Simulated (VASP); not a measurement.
# CdS (F-43m) in VASP: settings compared, part 2 of 2

VASP 6.6.1.

## Step 4: Single point, HSE06

This run uses another cell than the first one, of 24.81 Å³/atom.

POSCAR reads:

```
CdS
1.0
    0.0000000000      2.9165000000      2.9165000000
    2.9165000000      0.0000000000      2.9165000000
    2.9165000000      2.9165000000      0.0000000000
Cd S
1 1
Direct
    0.0000000000      0.0000000000      0.0000000000
    0.7500000000      0.7500000000      0.7500000000
```

INCAR.step1 reads:

```
PREC = Accurate
ENCUT = 400
EDIFF = 1E-5
ISMEAR = -1
SIGMA = 0.05
LREAL = False
LASPH = True
NELM = 120
ALGO = Normal
ISIF = 2
LWAVE = True
LCHARG = False
GGA = PE
NBANDS = 16
GGA_COMPAT = False
```

INCAR.step2 reads:

```
PREC = Accurate
ENCUT = 400
EDIFF = 1E-6
ISMEAR = -1
SIGMA = 0.05
LREAL = False
LASPH = True
NELM = 120
ALGO = Normal
ISIF = 2
LWAVE = False
LCHARG = False
GGA = PE
LHFCALC = True
HFSCREEN = 0.2079
PRECFOCK = Normal
ISTART = 1
NBANDS = 16
GGA_COMPAT = False
```

KPOINTS reads:

```
Automatic mesh
0
Gamma
  4 4 4
```

Potentials or basis: VASP PAW PBE potentials, release 64 (Cd, S).

The run is started by

```bash
$ cat potpaw_PBE.64/Cd/POTCAR potpaw_PBE.64/S/POTCAR > POTCAR
$ cp INCAR.step1 INCAR
$ mpirun -np 1 vasp_std > vasp.out
$ cp INCAR.step2 INCAR
$ mpirun -np 1 vasp_std > vasp.out
```

OUTCAR:

```text
PREC = Accurate
   ENCUT = 400
   EDIFF = 1E-6
   ISMEAR = -1
   LREAL = False
   LASPH = True
   NELM = 120
   ISIF = 2
   GGA = PE
   LHFCALC = True
   HFSCREEN = 0.2079
   PRECFOCK = Normal
   ISTART = 1

 ion  position               nearest neighbor table
   1  0.000  0.000  0.000-   2 2.53   2 2.53   2 2.53   2 2.53
   2  0.750  0.750  0.750-   1 2.53   1 2.53   1 2.53   1 2.53

  LATTYP: Found a face centered cubic cell.
[... 330 lines left out ...]
     16      15.5152      0.00000

------------------------ aborting loop because EDIFF is reached ----------------------------------------

  FORCE on cell =-STRESS in cart. coord.  units (eV):
  Direction    XX          YY          ZZ          XY          YZ          ZX
  --------------------------------------------------------------------------------------
  -------------------------------------------------------------------------------------
  Total        0.5223780      0.5223780      0.5223780      0.0000000      0.0000000      0.0000000
  in kB       16.8686172     16.8686172     16.8686172      0.0000000      0.0000000      0.0000000
  external PRESSURE =      16.8686172 kB  Pullay stress =       0.0000000 kB

 VOLUME and BASIS-vectors are now :
 -----------------------------------------------------------------------------
  energy-cutoff  :      400.00
  volume of cell :       49.62
      direct lattice vectors                 reciprocal lattice vectors
     0.000000000  2.916500000  2.916500000    -0.171438368  0.171438368  0.171438368
     2.916500000  0.000000000  2.916500000     0.171438368 -0.171438368  0.171438368
     2.916500000  2.916500000  0.000000000     0.171438368  0.171438368 -0.171438368

 POSITION                                       TOTAL-FORCE (eV/Angst)
 -----------------------------------------------------------------------------------
      0.00000      0.00000      0.00000         0.000000      0.000000      0.000000
      4.37475      4.37475      4.37475        -0.000000     -0.000000     -0.000000
 -----------------------------------------------------------------------------------
    total drift:                               -0.000102     -0.000113     -0.000066

  FREE ENERGIE OF THE ION-ELECTRON SYSTEM (eV)
  ---------------------------------------------------
  free  energy   TOTEN  =        -7.5812216704 eV

  energy  without entropy=       -7.5812216703  energy(sigma->0) =       -7.58122167
```

OSZICAR.step1:

```text
N       E                     dE             d eps       ncg     rms          rms(c)
DAV:   1     0.101754487207E+03    0.10175E+03   -0.80348E+03   256   0.847E+02
DAV:   2    -0.305193536763E+01   -0.10481E+03   -0.99944E+02   328   0.240E+02
DAV:   3    -0.662458120292E+01   -0.35726E+01   -0.35688E+01   312   0.479E+01
DAV:   4    -0.664471453719E+01   -0.20133E-01   -0.20132E-01   336   0.340E+00
DAV:   5    -0.664497711940E+01   -0.26258E-03   -0.26258E-03   304   0.363E-01    0.814E+00
DAV:   6    -0.610536742517E+01    0.53961E+00   -0.83198E-01   360   0.116E+01    0.656E+00
DAV:   7    -0.608387927306E+01    0.21488E-01   -0.20959E-01   320   0.310E+00    0.317E+00
DAV:   8    -0.608433425030E+01   -0.45498E-03   -0.19782E-02   264   0.178E+00    0.317E-01
DAV:   9    -0.608426773294E+01    0.66517E-04   -0.24424E-03   296   0.731E-01    0.610E-02
DAV:  10    -0.608438929808E+01   -0.12157E-03   -0.27335E-04   264   0.180E-01    0.698E-02
DAV:  11    -0.608448167834E+01   -0.92380E-04   -0.15308E-04   280   0.996E-02    0.237E-02
DAV:  12    -0.608447212080E+01    0.95575E-05   -0.29838E-05   328   0.728E-02
   1 F= -.60844721E+01 E0= -.60844717E+01  d E =-.783883E-06
```

Wall time 2.2 min (1 thread of Intel Xeon 6975P-C (Granite Rapids), shared host); peak memory 0.25 GiB.

What came out:

| Item | Value |
| --- | --- |
| Free energy | -7.5812 eV |
| Pressure | 1.7 GPa |
| Band gap on the k mesh | 2.18 eV |

Caveat: the k points lie up to 0.47 Å⁻¹ apart; the PAW data sets were made with another functional, which shifts forces and pressure a little.

## Step 5: Single point, PBEsol-based global hybrid with 25 % exact exchange

This run uses another cell than the first one, of 24.81 Å³/atom.

POSCAR is that of step 4.

Changes to INCAR.step1 since step 4:

```diff
@@ -11,3 +11,2 @@
 LWAVE = True
-LCHARG = False
 GGA = PE
```

Changes to INCAR.step2 since step 4:

```diff
@@ -11,7 +11,9 @@
 LWAVE = False
-LCHARG = False
-GGA = PE
+LCHARG = True
+GGA = PS
 LHFCALC = True
-HFSCREEN = 0.2079
+AEXX = 0.25
 PRECFOCK = Normal
+LELF = True
+LVHAR = True
 ISTART = 1
```

KPOINTS is that of step 4.

Potentials or basis: VASP PAW PBE potentials, release 64 (Cd, S).

The run is started by

```bash
$ cat potpaw_PBE.64/Cd/POTCAR potpaw_PBE.64/S/POTCAR > POTCAR
$ cp INCAR.step1 INCAR
$ mpirun -np 1 vasp_std > vasp.out
$ cp INCAR.step2 INCAR
$ mpirun -np 1 vasp_std > vasp.out
```

OUTCAR:

```text
PREC = Accurate
   ENCUT = 400
   EDIFF = 1E-6
   ISMEAR = -1
   LREAL = False
   LASPH = True
   NELM = 120
   ISIF = 2
   GGA = PS
   LHFCALC = True
   AEXX = 0.25
   PRECFOCK = Normal
   ISTART = 1

 ion  position               nearest neighbor table
   1  0.000  0.000  0.000-   2 2.53   2 2.53   2 2.53   2 2.53
   2  0.750  0.750  0.750-   1 2.53   1 2.53   1 2.53   1 2.53

  LATTYP: Found a face centered cubic cell.
 ALAT       =     5.8330000000

  Lattice vectors:

 A1 = (   0.0000000000,   2.9165000000,   2.9165000000)
 A2 = (   2.9165000000,   0.0000000000,   2.9165000000)
 A3 = (   2.9165000000,   2.9165000000,   0.0000000000)

Analysis of symmetry for initial positions (statically):
=====================================================================
 Subroutine PRICEL returns:
 Original cell was already a primitive cell.

 Routine SETGRP: Setting up the symmetry group for a
 face centered cubic supercell.

 Subroutine GETGRP returns: Found 24 space group operations
 (whereof 24 operations were pure point group operations)
 out of a pool of 48 trial point group operations.

The static configuration has the point symmetry T_d .

Analysis of symmetry for dynamics (positions and initial velocities):
=====================================================================
 Subroutine PRICEL returns:
 Original cell was already a primitive cell.

 Routine SETGRP: Setting up the symmetry group for a
 face centered cubic supercell.

 Subroutine GETGRP returns: Found 24 space group operations
 (whereof 24 operations were pure point group operations)
 out of a pool of 48 trial point group operations.

The dynamic configuration has the point symmetry T_d .

[... 103 lines left out ...]
  Fermi-wavevector in a.u.,A,eV,Ry     =   1.167599  2.206442 18.548649  1.363287
  Thomas-Fermi vector in A             =   2.304097
   LORBIT       =      0    0 simple, 1 ext, 2 COOP (PROOUT), +10 PAW based schemes
   GGA     = PS    functional components
   LHFCALC =     T    Hartree Fock is set to
   PRECFOCK=normal    Normal, Fast or Accurate (Low or Medium for compatibility)
   ENCUT4O =  -1.0   cutoff for four orbital integrals eV
   NKREDX  =     1    reduce k-point grid by
   NKREDY  =     1    reduce k-point grid by
   NKREDZ  =     1    reduce k-point grid by
   AEXX    =    0.2500 exact exchange contribution
   HFSCREEN=    0.0000 screening length (either q_TF or 0.3 A-1)
   HFSCREENC=   0.0000 screening length for correlation (either q_TF or 0.3 A-1)
   ENCUTFOCK=  -1.0 apply spherical cutoff to Coloumb kernel
   IVDW    =     0    specifies the selected vdW correction
   LEPSILON=     F    determine dielectric tensor
   LRPA    =     F    only Hartree local field effects (RPA)
 non-spin polarized calculation
  energy-cutoff  :      400.00
  volume of cell :       49.62
 maximum number of plane-waves:       934
 NGX is ok and might be reduce to    28
  NGX = 24; NGY = 24; NGZ = 24

 number of electron      17.9999988 magnetization

 Free energy of the ion-electron system (eV)
  ---------------------------------------------------
  ext. energy  EPLUGINS =         0.00000000
  ---------------------------------------------------
  free energy    TOTEN  =        -8.65916058 eV

  energy without entropy =       -8.65916058  energy(sigma->0) =       -8.65916058

 E-fermi :   1.2658     XC(G=0):  -7.3965

 val. band max:        0.2009030539   @ k =   0.0000   0.0000   0.0000
 cond. band min:       2.9571513949   @ k =   0.0000   0.0000   0.0000
 fundamental gap:      2.7562483410
 Fermi energy:         1.2658073610

 k-point     1 :       0.0000    0.0000    0.0000
  band No.  band energies     occupation
      1     -13.4187      2.00000
      2      -8.7031      2.00000
      3      -8.7031      2.00000
      4      -8.7031      2.00000
      5      -8.2124      2.00000
      6      -8.2124      2.00000
[... 129 lines left out ...]
      3      -8.4539      2.00000
      4      -8.2591      2.00000
      5      -8.2048      2.00000
      6      -7.5222      2.00000
[... 8 lines left out ...]
     15      15.3903      0.00000
     16      15.8095      0.00000

------------------------ aborting loop because EDIFF is reached ----------------------------------------

  FORCE on cell =-STRESS in cart. coord.  units (eV):
  Direction    XX          YY          ZZ          XY          YZ          ZX
  --------------------------------------------------------------------------------------
  -------------------------------------------------------------------------------------
  Total       -0.2321101     -0.2321101     -0.2321101     -0.0000000      0.0000000     -0.0000000
  in kB       -7.4952947     -7.4952947     -7.4952947     -0.0000000      0.0000000     -0.0000000
  external PRESSURE =      -7.4952947 kB  Pullay stress =       0.0000000 kB

 VOLUME and BASIS-vectors are now :
 -----------------------------------------------------------------------------
  energy-cutoff  :      400.00
  volume of cell :       49.62
      direct lattice vectors                 reciprocal lattice vectors
     0.000000000  2.916500000  2.916500000    -0.171438368  0.171438368  0.171438368
     2.916500000  0.000000000  2.916500000     0.171438368 -0.171438368  0.171438368
     2.916500000  2.916500000  0.000000000     0.171438368  0.171438368 -0.171438368

 POSITION                                       TOTAL-FORCE (eV/Angst)
 -----------------------------------------------------------------------------------
      0.00000      0.00000      0.00000         0.000000      0.000000     -0.000000
      4.37475      4.37475      4.37475        -0.000000     -0.000000      0.000000
 -----------------------------------------------------------------------------------
    total drift:                               -0.000055     -0.000058     -0.000036

  FREE ENERGIE OF THE ION-ELECTRON SYSTEM (eV)
  ---------------------------------------------------
  free  energy   TOTEN  =        -8.6591605840 eV

  energy  without entropy=       -8.6591605840  energy(sigma->0) =       -8.65916058
```

OSZICAR.step1:

```text
N       E                     dE             d eps       ncg     rms          rms(c)
DAV:   1     0.101754487207E+03    0.10175E+03   -0.80348E+03   256   0.847E+02
DAV:   2    -0.305193536763E+01   -0.10481E+03   -0.99944E+02   328   0.240E+02
DAV:   3    -0.662458120292E+01   -0.35726E+01   -0.35688E+01   312   0.479E+01
DAV:   4    -0.664471453719E+01   -0.20133E-01   -0.20132E-01   336   0.340E+00
DAV:   5    -0.664497711940E+01   -0.26258E-03   -0.26258E-03   304   0.363E-01    0.814E+00
DAV:   6    -0.610536742517E+01    0.53961E+00   -0.83198E-01   360   0.116E+01    0.656E+00
DAV:   7    -0.608387927306E+01    0.21488E-01   -0.20959E-01   320   0.310E+00    0.317E+00
DAV:   8    -0.608433425030E+01   -0.45498E-03   -0.19782E-02   264   0.178E+00    0.317E-01
DAV:   9    -0.608426773294E+01    0.66517E-04   -0.24424E-03   296   0.731E-01    0.610E-02
DAV:  10    -0.608438929808E+01   -0.12157E-03   -0.27335E-04   264   0.180E-01    0.698E-02
DAV:  11    -0.608448167834E+01   -0.92380E-04   -0.15308E-04   280   0.996E-02    0.237E-02
DAV:  12    -0.608447212080E+01    0.95575E-05   -0.29838E-05   328   0.728E-02
   1 F= -.60844721E+01 E0= -.60844717E+01  d E =-.783883E-06
```

Run time: 2.1 min. Hardware: 1 thread of Intel Xeon 6975P-C (Granite Rapids), shared host; peak memory 0.15 GiB.

What came out:

- Free energy: -8.6592 eV
- Pressure: -0.7 GPa
- Band gap on the k mesh: 2.76 eV

Caveat: the k points lie up to 0.47 Å⁻¹ apart; the PAW data sets were made with another functional, which shifts forces and pressure a little.

## Step 6: Single point, PBE-based screened hybrid with 25 % exact exchange

This run uses another cell than the first one, of 25.61 Å³/atom.

POSCAR reads:

```
CdS
1.0
    0.0000000000      2.9476340568      2.9476340568
    2.9476340568      0.0000000000      2.9476340568
    2.9476340568      2.9476340568      0.0000000000
Cd S
1 1
Direct
    0.0000000000      0.0000000000      0.0000000000
    0.7500000000      0.7500000000      0.7500000000
```

INCAR.step1 is that of step 5.

Changes to INCAR.step2 since step 5:

```diff
@@ -12,5 +12,6 @@
 LCHARG = True
-GGA = PS
+GGA = PE
 LHFCALC = True
 AEXX = 0.25
+HFSCREEN = 0.3
 PRECFOCK = Normal
```

KPOINTS is that of step 5.

Potentials or basis: VASP PAW PBE potentials, release 64 (Cd, S).

The run is started by

```bash
$ cat potpaw_PBE.64/Cd/POTCAR potpaw_PBE.64/S/POTCAR > POTCAR
$ cp INCAR.step1 INCAR
$ mpirun -np 1 vasp_std > vasp.out
$ cp INCAR.step2 INCAR
$ mpirun -np 1 vasp_std > vasp.out
```

Run time: 2.4 min. Hardware: 1 thread of Intel Xeon 6975P-C (Granite Rapids), shared host; peak memory 0.25 GiB.

It converged, with:

```
Free energy            : -7.3713 eV
Pressure               : -0.2 GPa
Band gap on the k mesh : 1.90 eV
```

Levels at points of the mesh, in eV from the valence-band top:
| k point | band 6 | band 7 | band 8 | band 9 | band 10 | band 11 | band 12 | band 13 |
| --- | --- | --- | --- | --- | --- | --- | --- | --- |
| (0.00, 0.00, 0.00) | -8.26 | 0.00 | 0.00 | 0.00 | 1.90 | 7.47 | 7.47 | 7.47 |
| (0.50, 0.00, 0.00) | -7.87 | -4.43 | -0.75 | -0.75 | 3.84 | 7.91 | 7.91 | 8.33 |
| (0.50, 0.50, 0.00) | -7.79 | -4.02 | -1.87 | -1.87 | 4.29 | 5.20 | 10.15 | 11.81 |

Caveat: the k points lie up to 0.46 Å⁻¹ apart; the PAW data sets were made with another functional, which shifts forces and pressure a little.

## Step 7: The runs side by side

```csv
level,spin,fixed moment (μB),cell,k mesh,cutoff (eV),grid for exact exchange (PRECFOCK),share of exact exchange,screening parameter,gap on the mesh (eV),pressure (GPa)
"pbe exchange, lyp correlation",collinear,1.0,"a = 4.179 Å, angles 60.0°, 2 atoms","8 × 8 × 8, shifted",500,-,-,-,-,9.5
PBEsol-based screened hybrid with 25 % exact exchange,off,-,"a = 4.116 Å, angles 60.0°, 2 atoms",4 × 4 × 4,400,Normal,0.25,0.207 1/Å,2.04,-0.1
HSE06,off,-,"a = 4.125 Å, angles 60.0°, 2 atoms",4 × 4 × 4,400,Normal,0.25,0.2079 1/Å,2.18,1.7
PBEsol-based global hybrid with 25 % exact exchange,off,-,"a = 4.125 Å, angles 60.0°, 2 atoms",4 × 4 × 4,400,Normal,0.25,-,2.76,-0.7
PBE-based screened hybrid with 25 % exact exchange,off,-,"a = 4.169 Å, angles 60.0°, 2 atoms",4 × 4 × 4,400,Normal,0.25,0.3 1/Å,1.90,-0.2
```

Alike in all rows: task single point; potentials or basis VASP PAW PBE potentials, release 64 (Cd, S); smearing fermi-dirac 0.05 eV.

Caveats: some runs use coarse meshes; the PAW data sets were made with another functional, which shifts forces and pressure a little; the cell stands under pressure (at least some runs); the total moment is fixed, so each spin has its own Fermi level and the state may be an excited one (at least some runs).

Absolute energies hang on the potentials; compare differences alone.
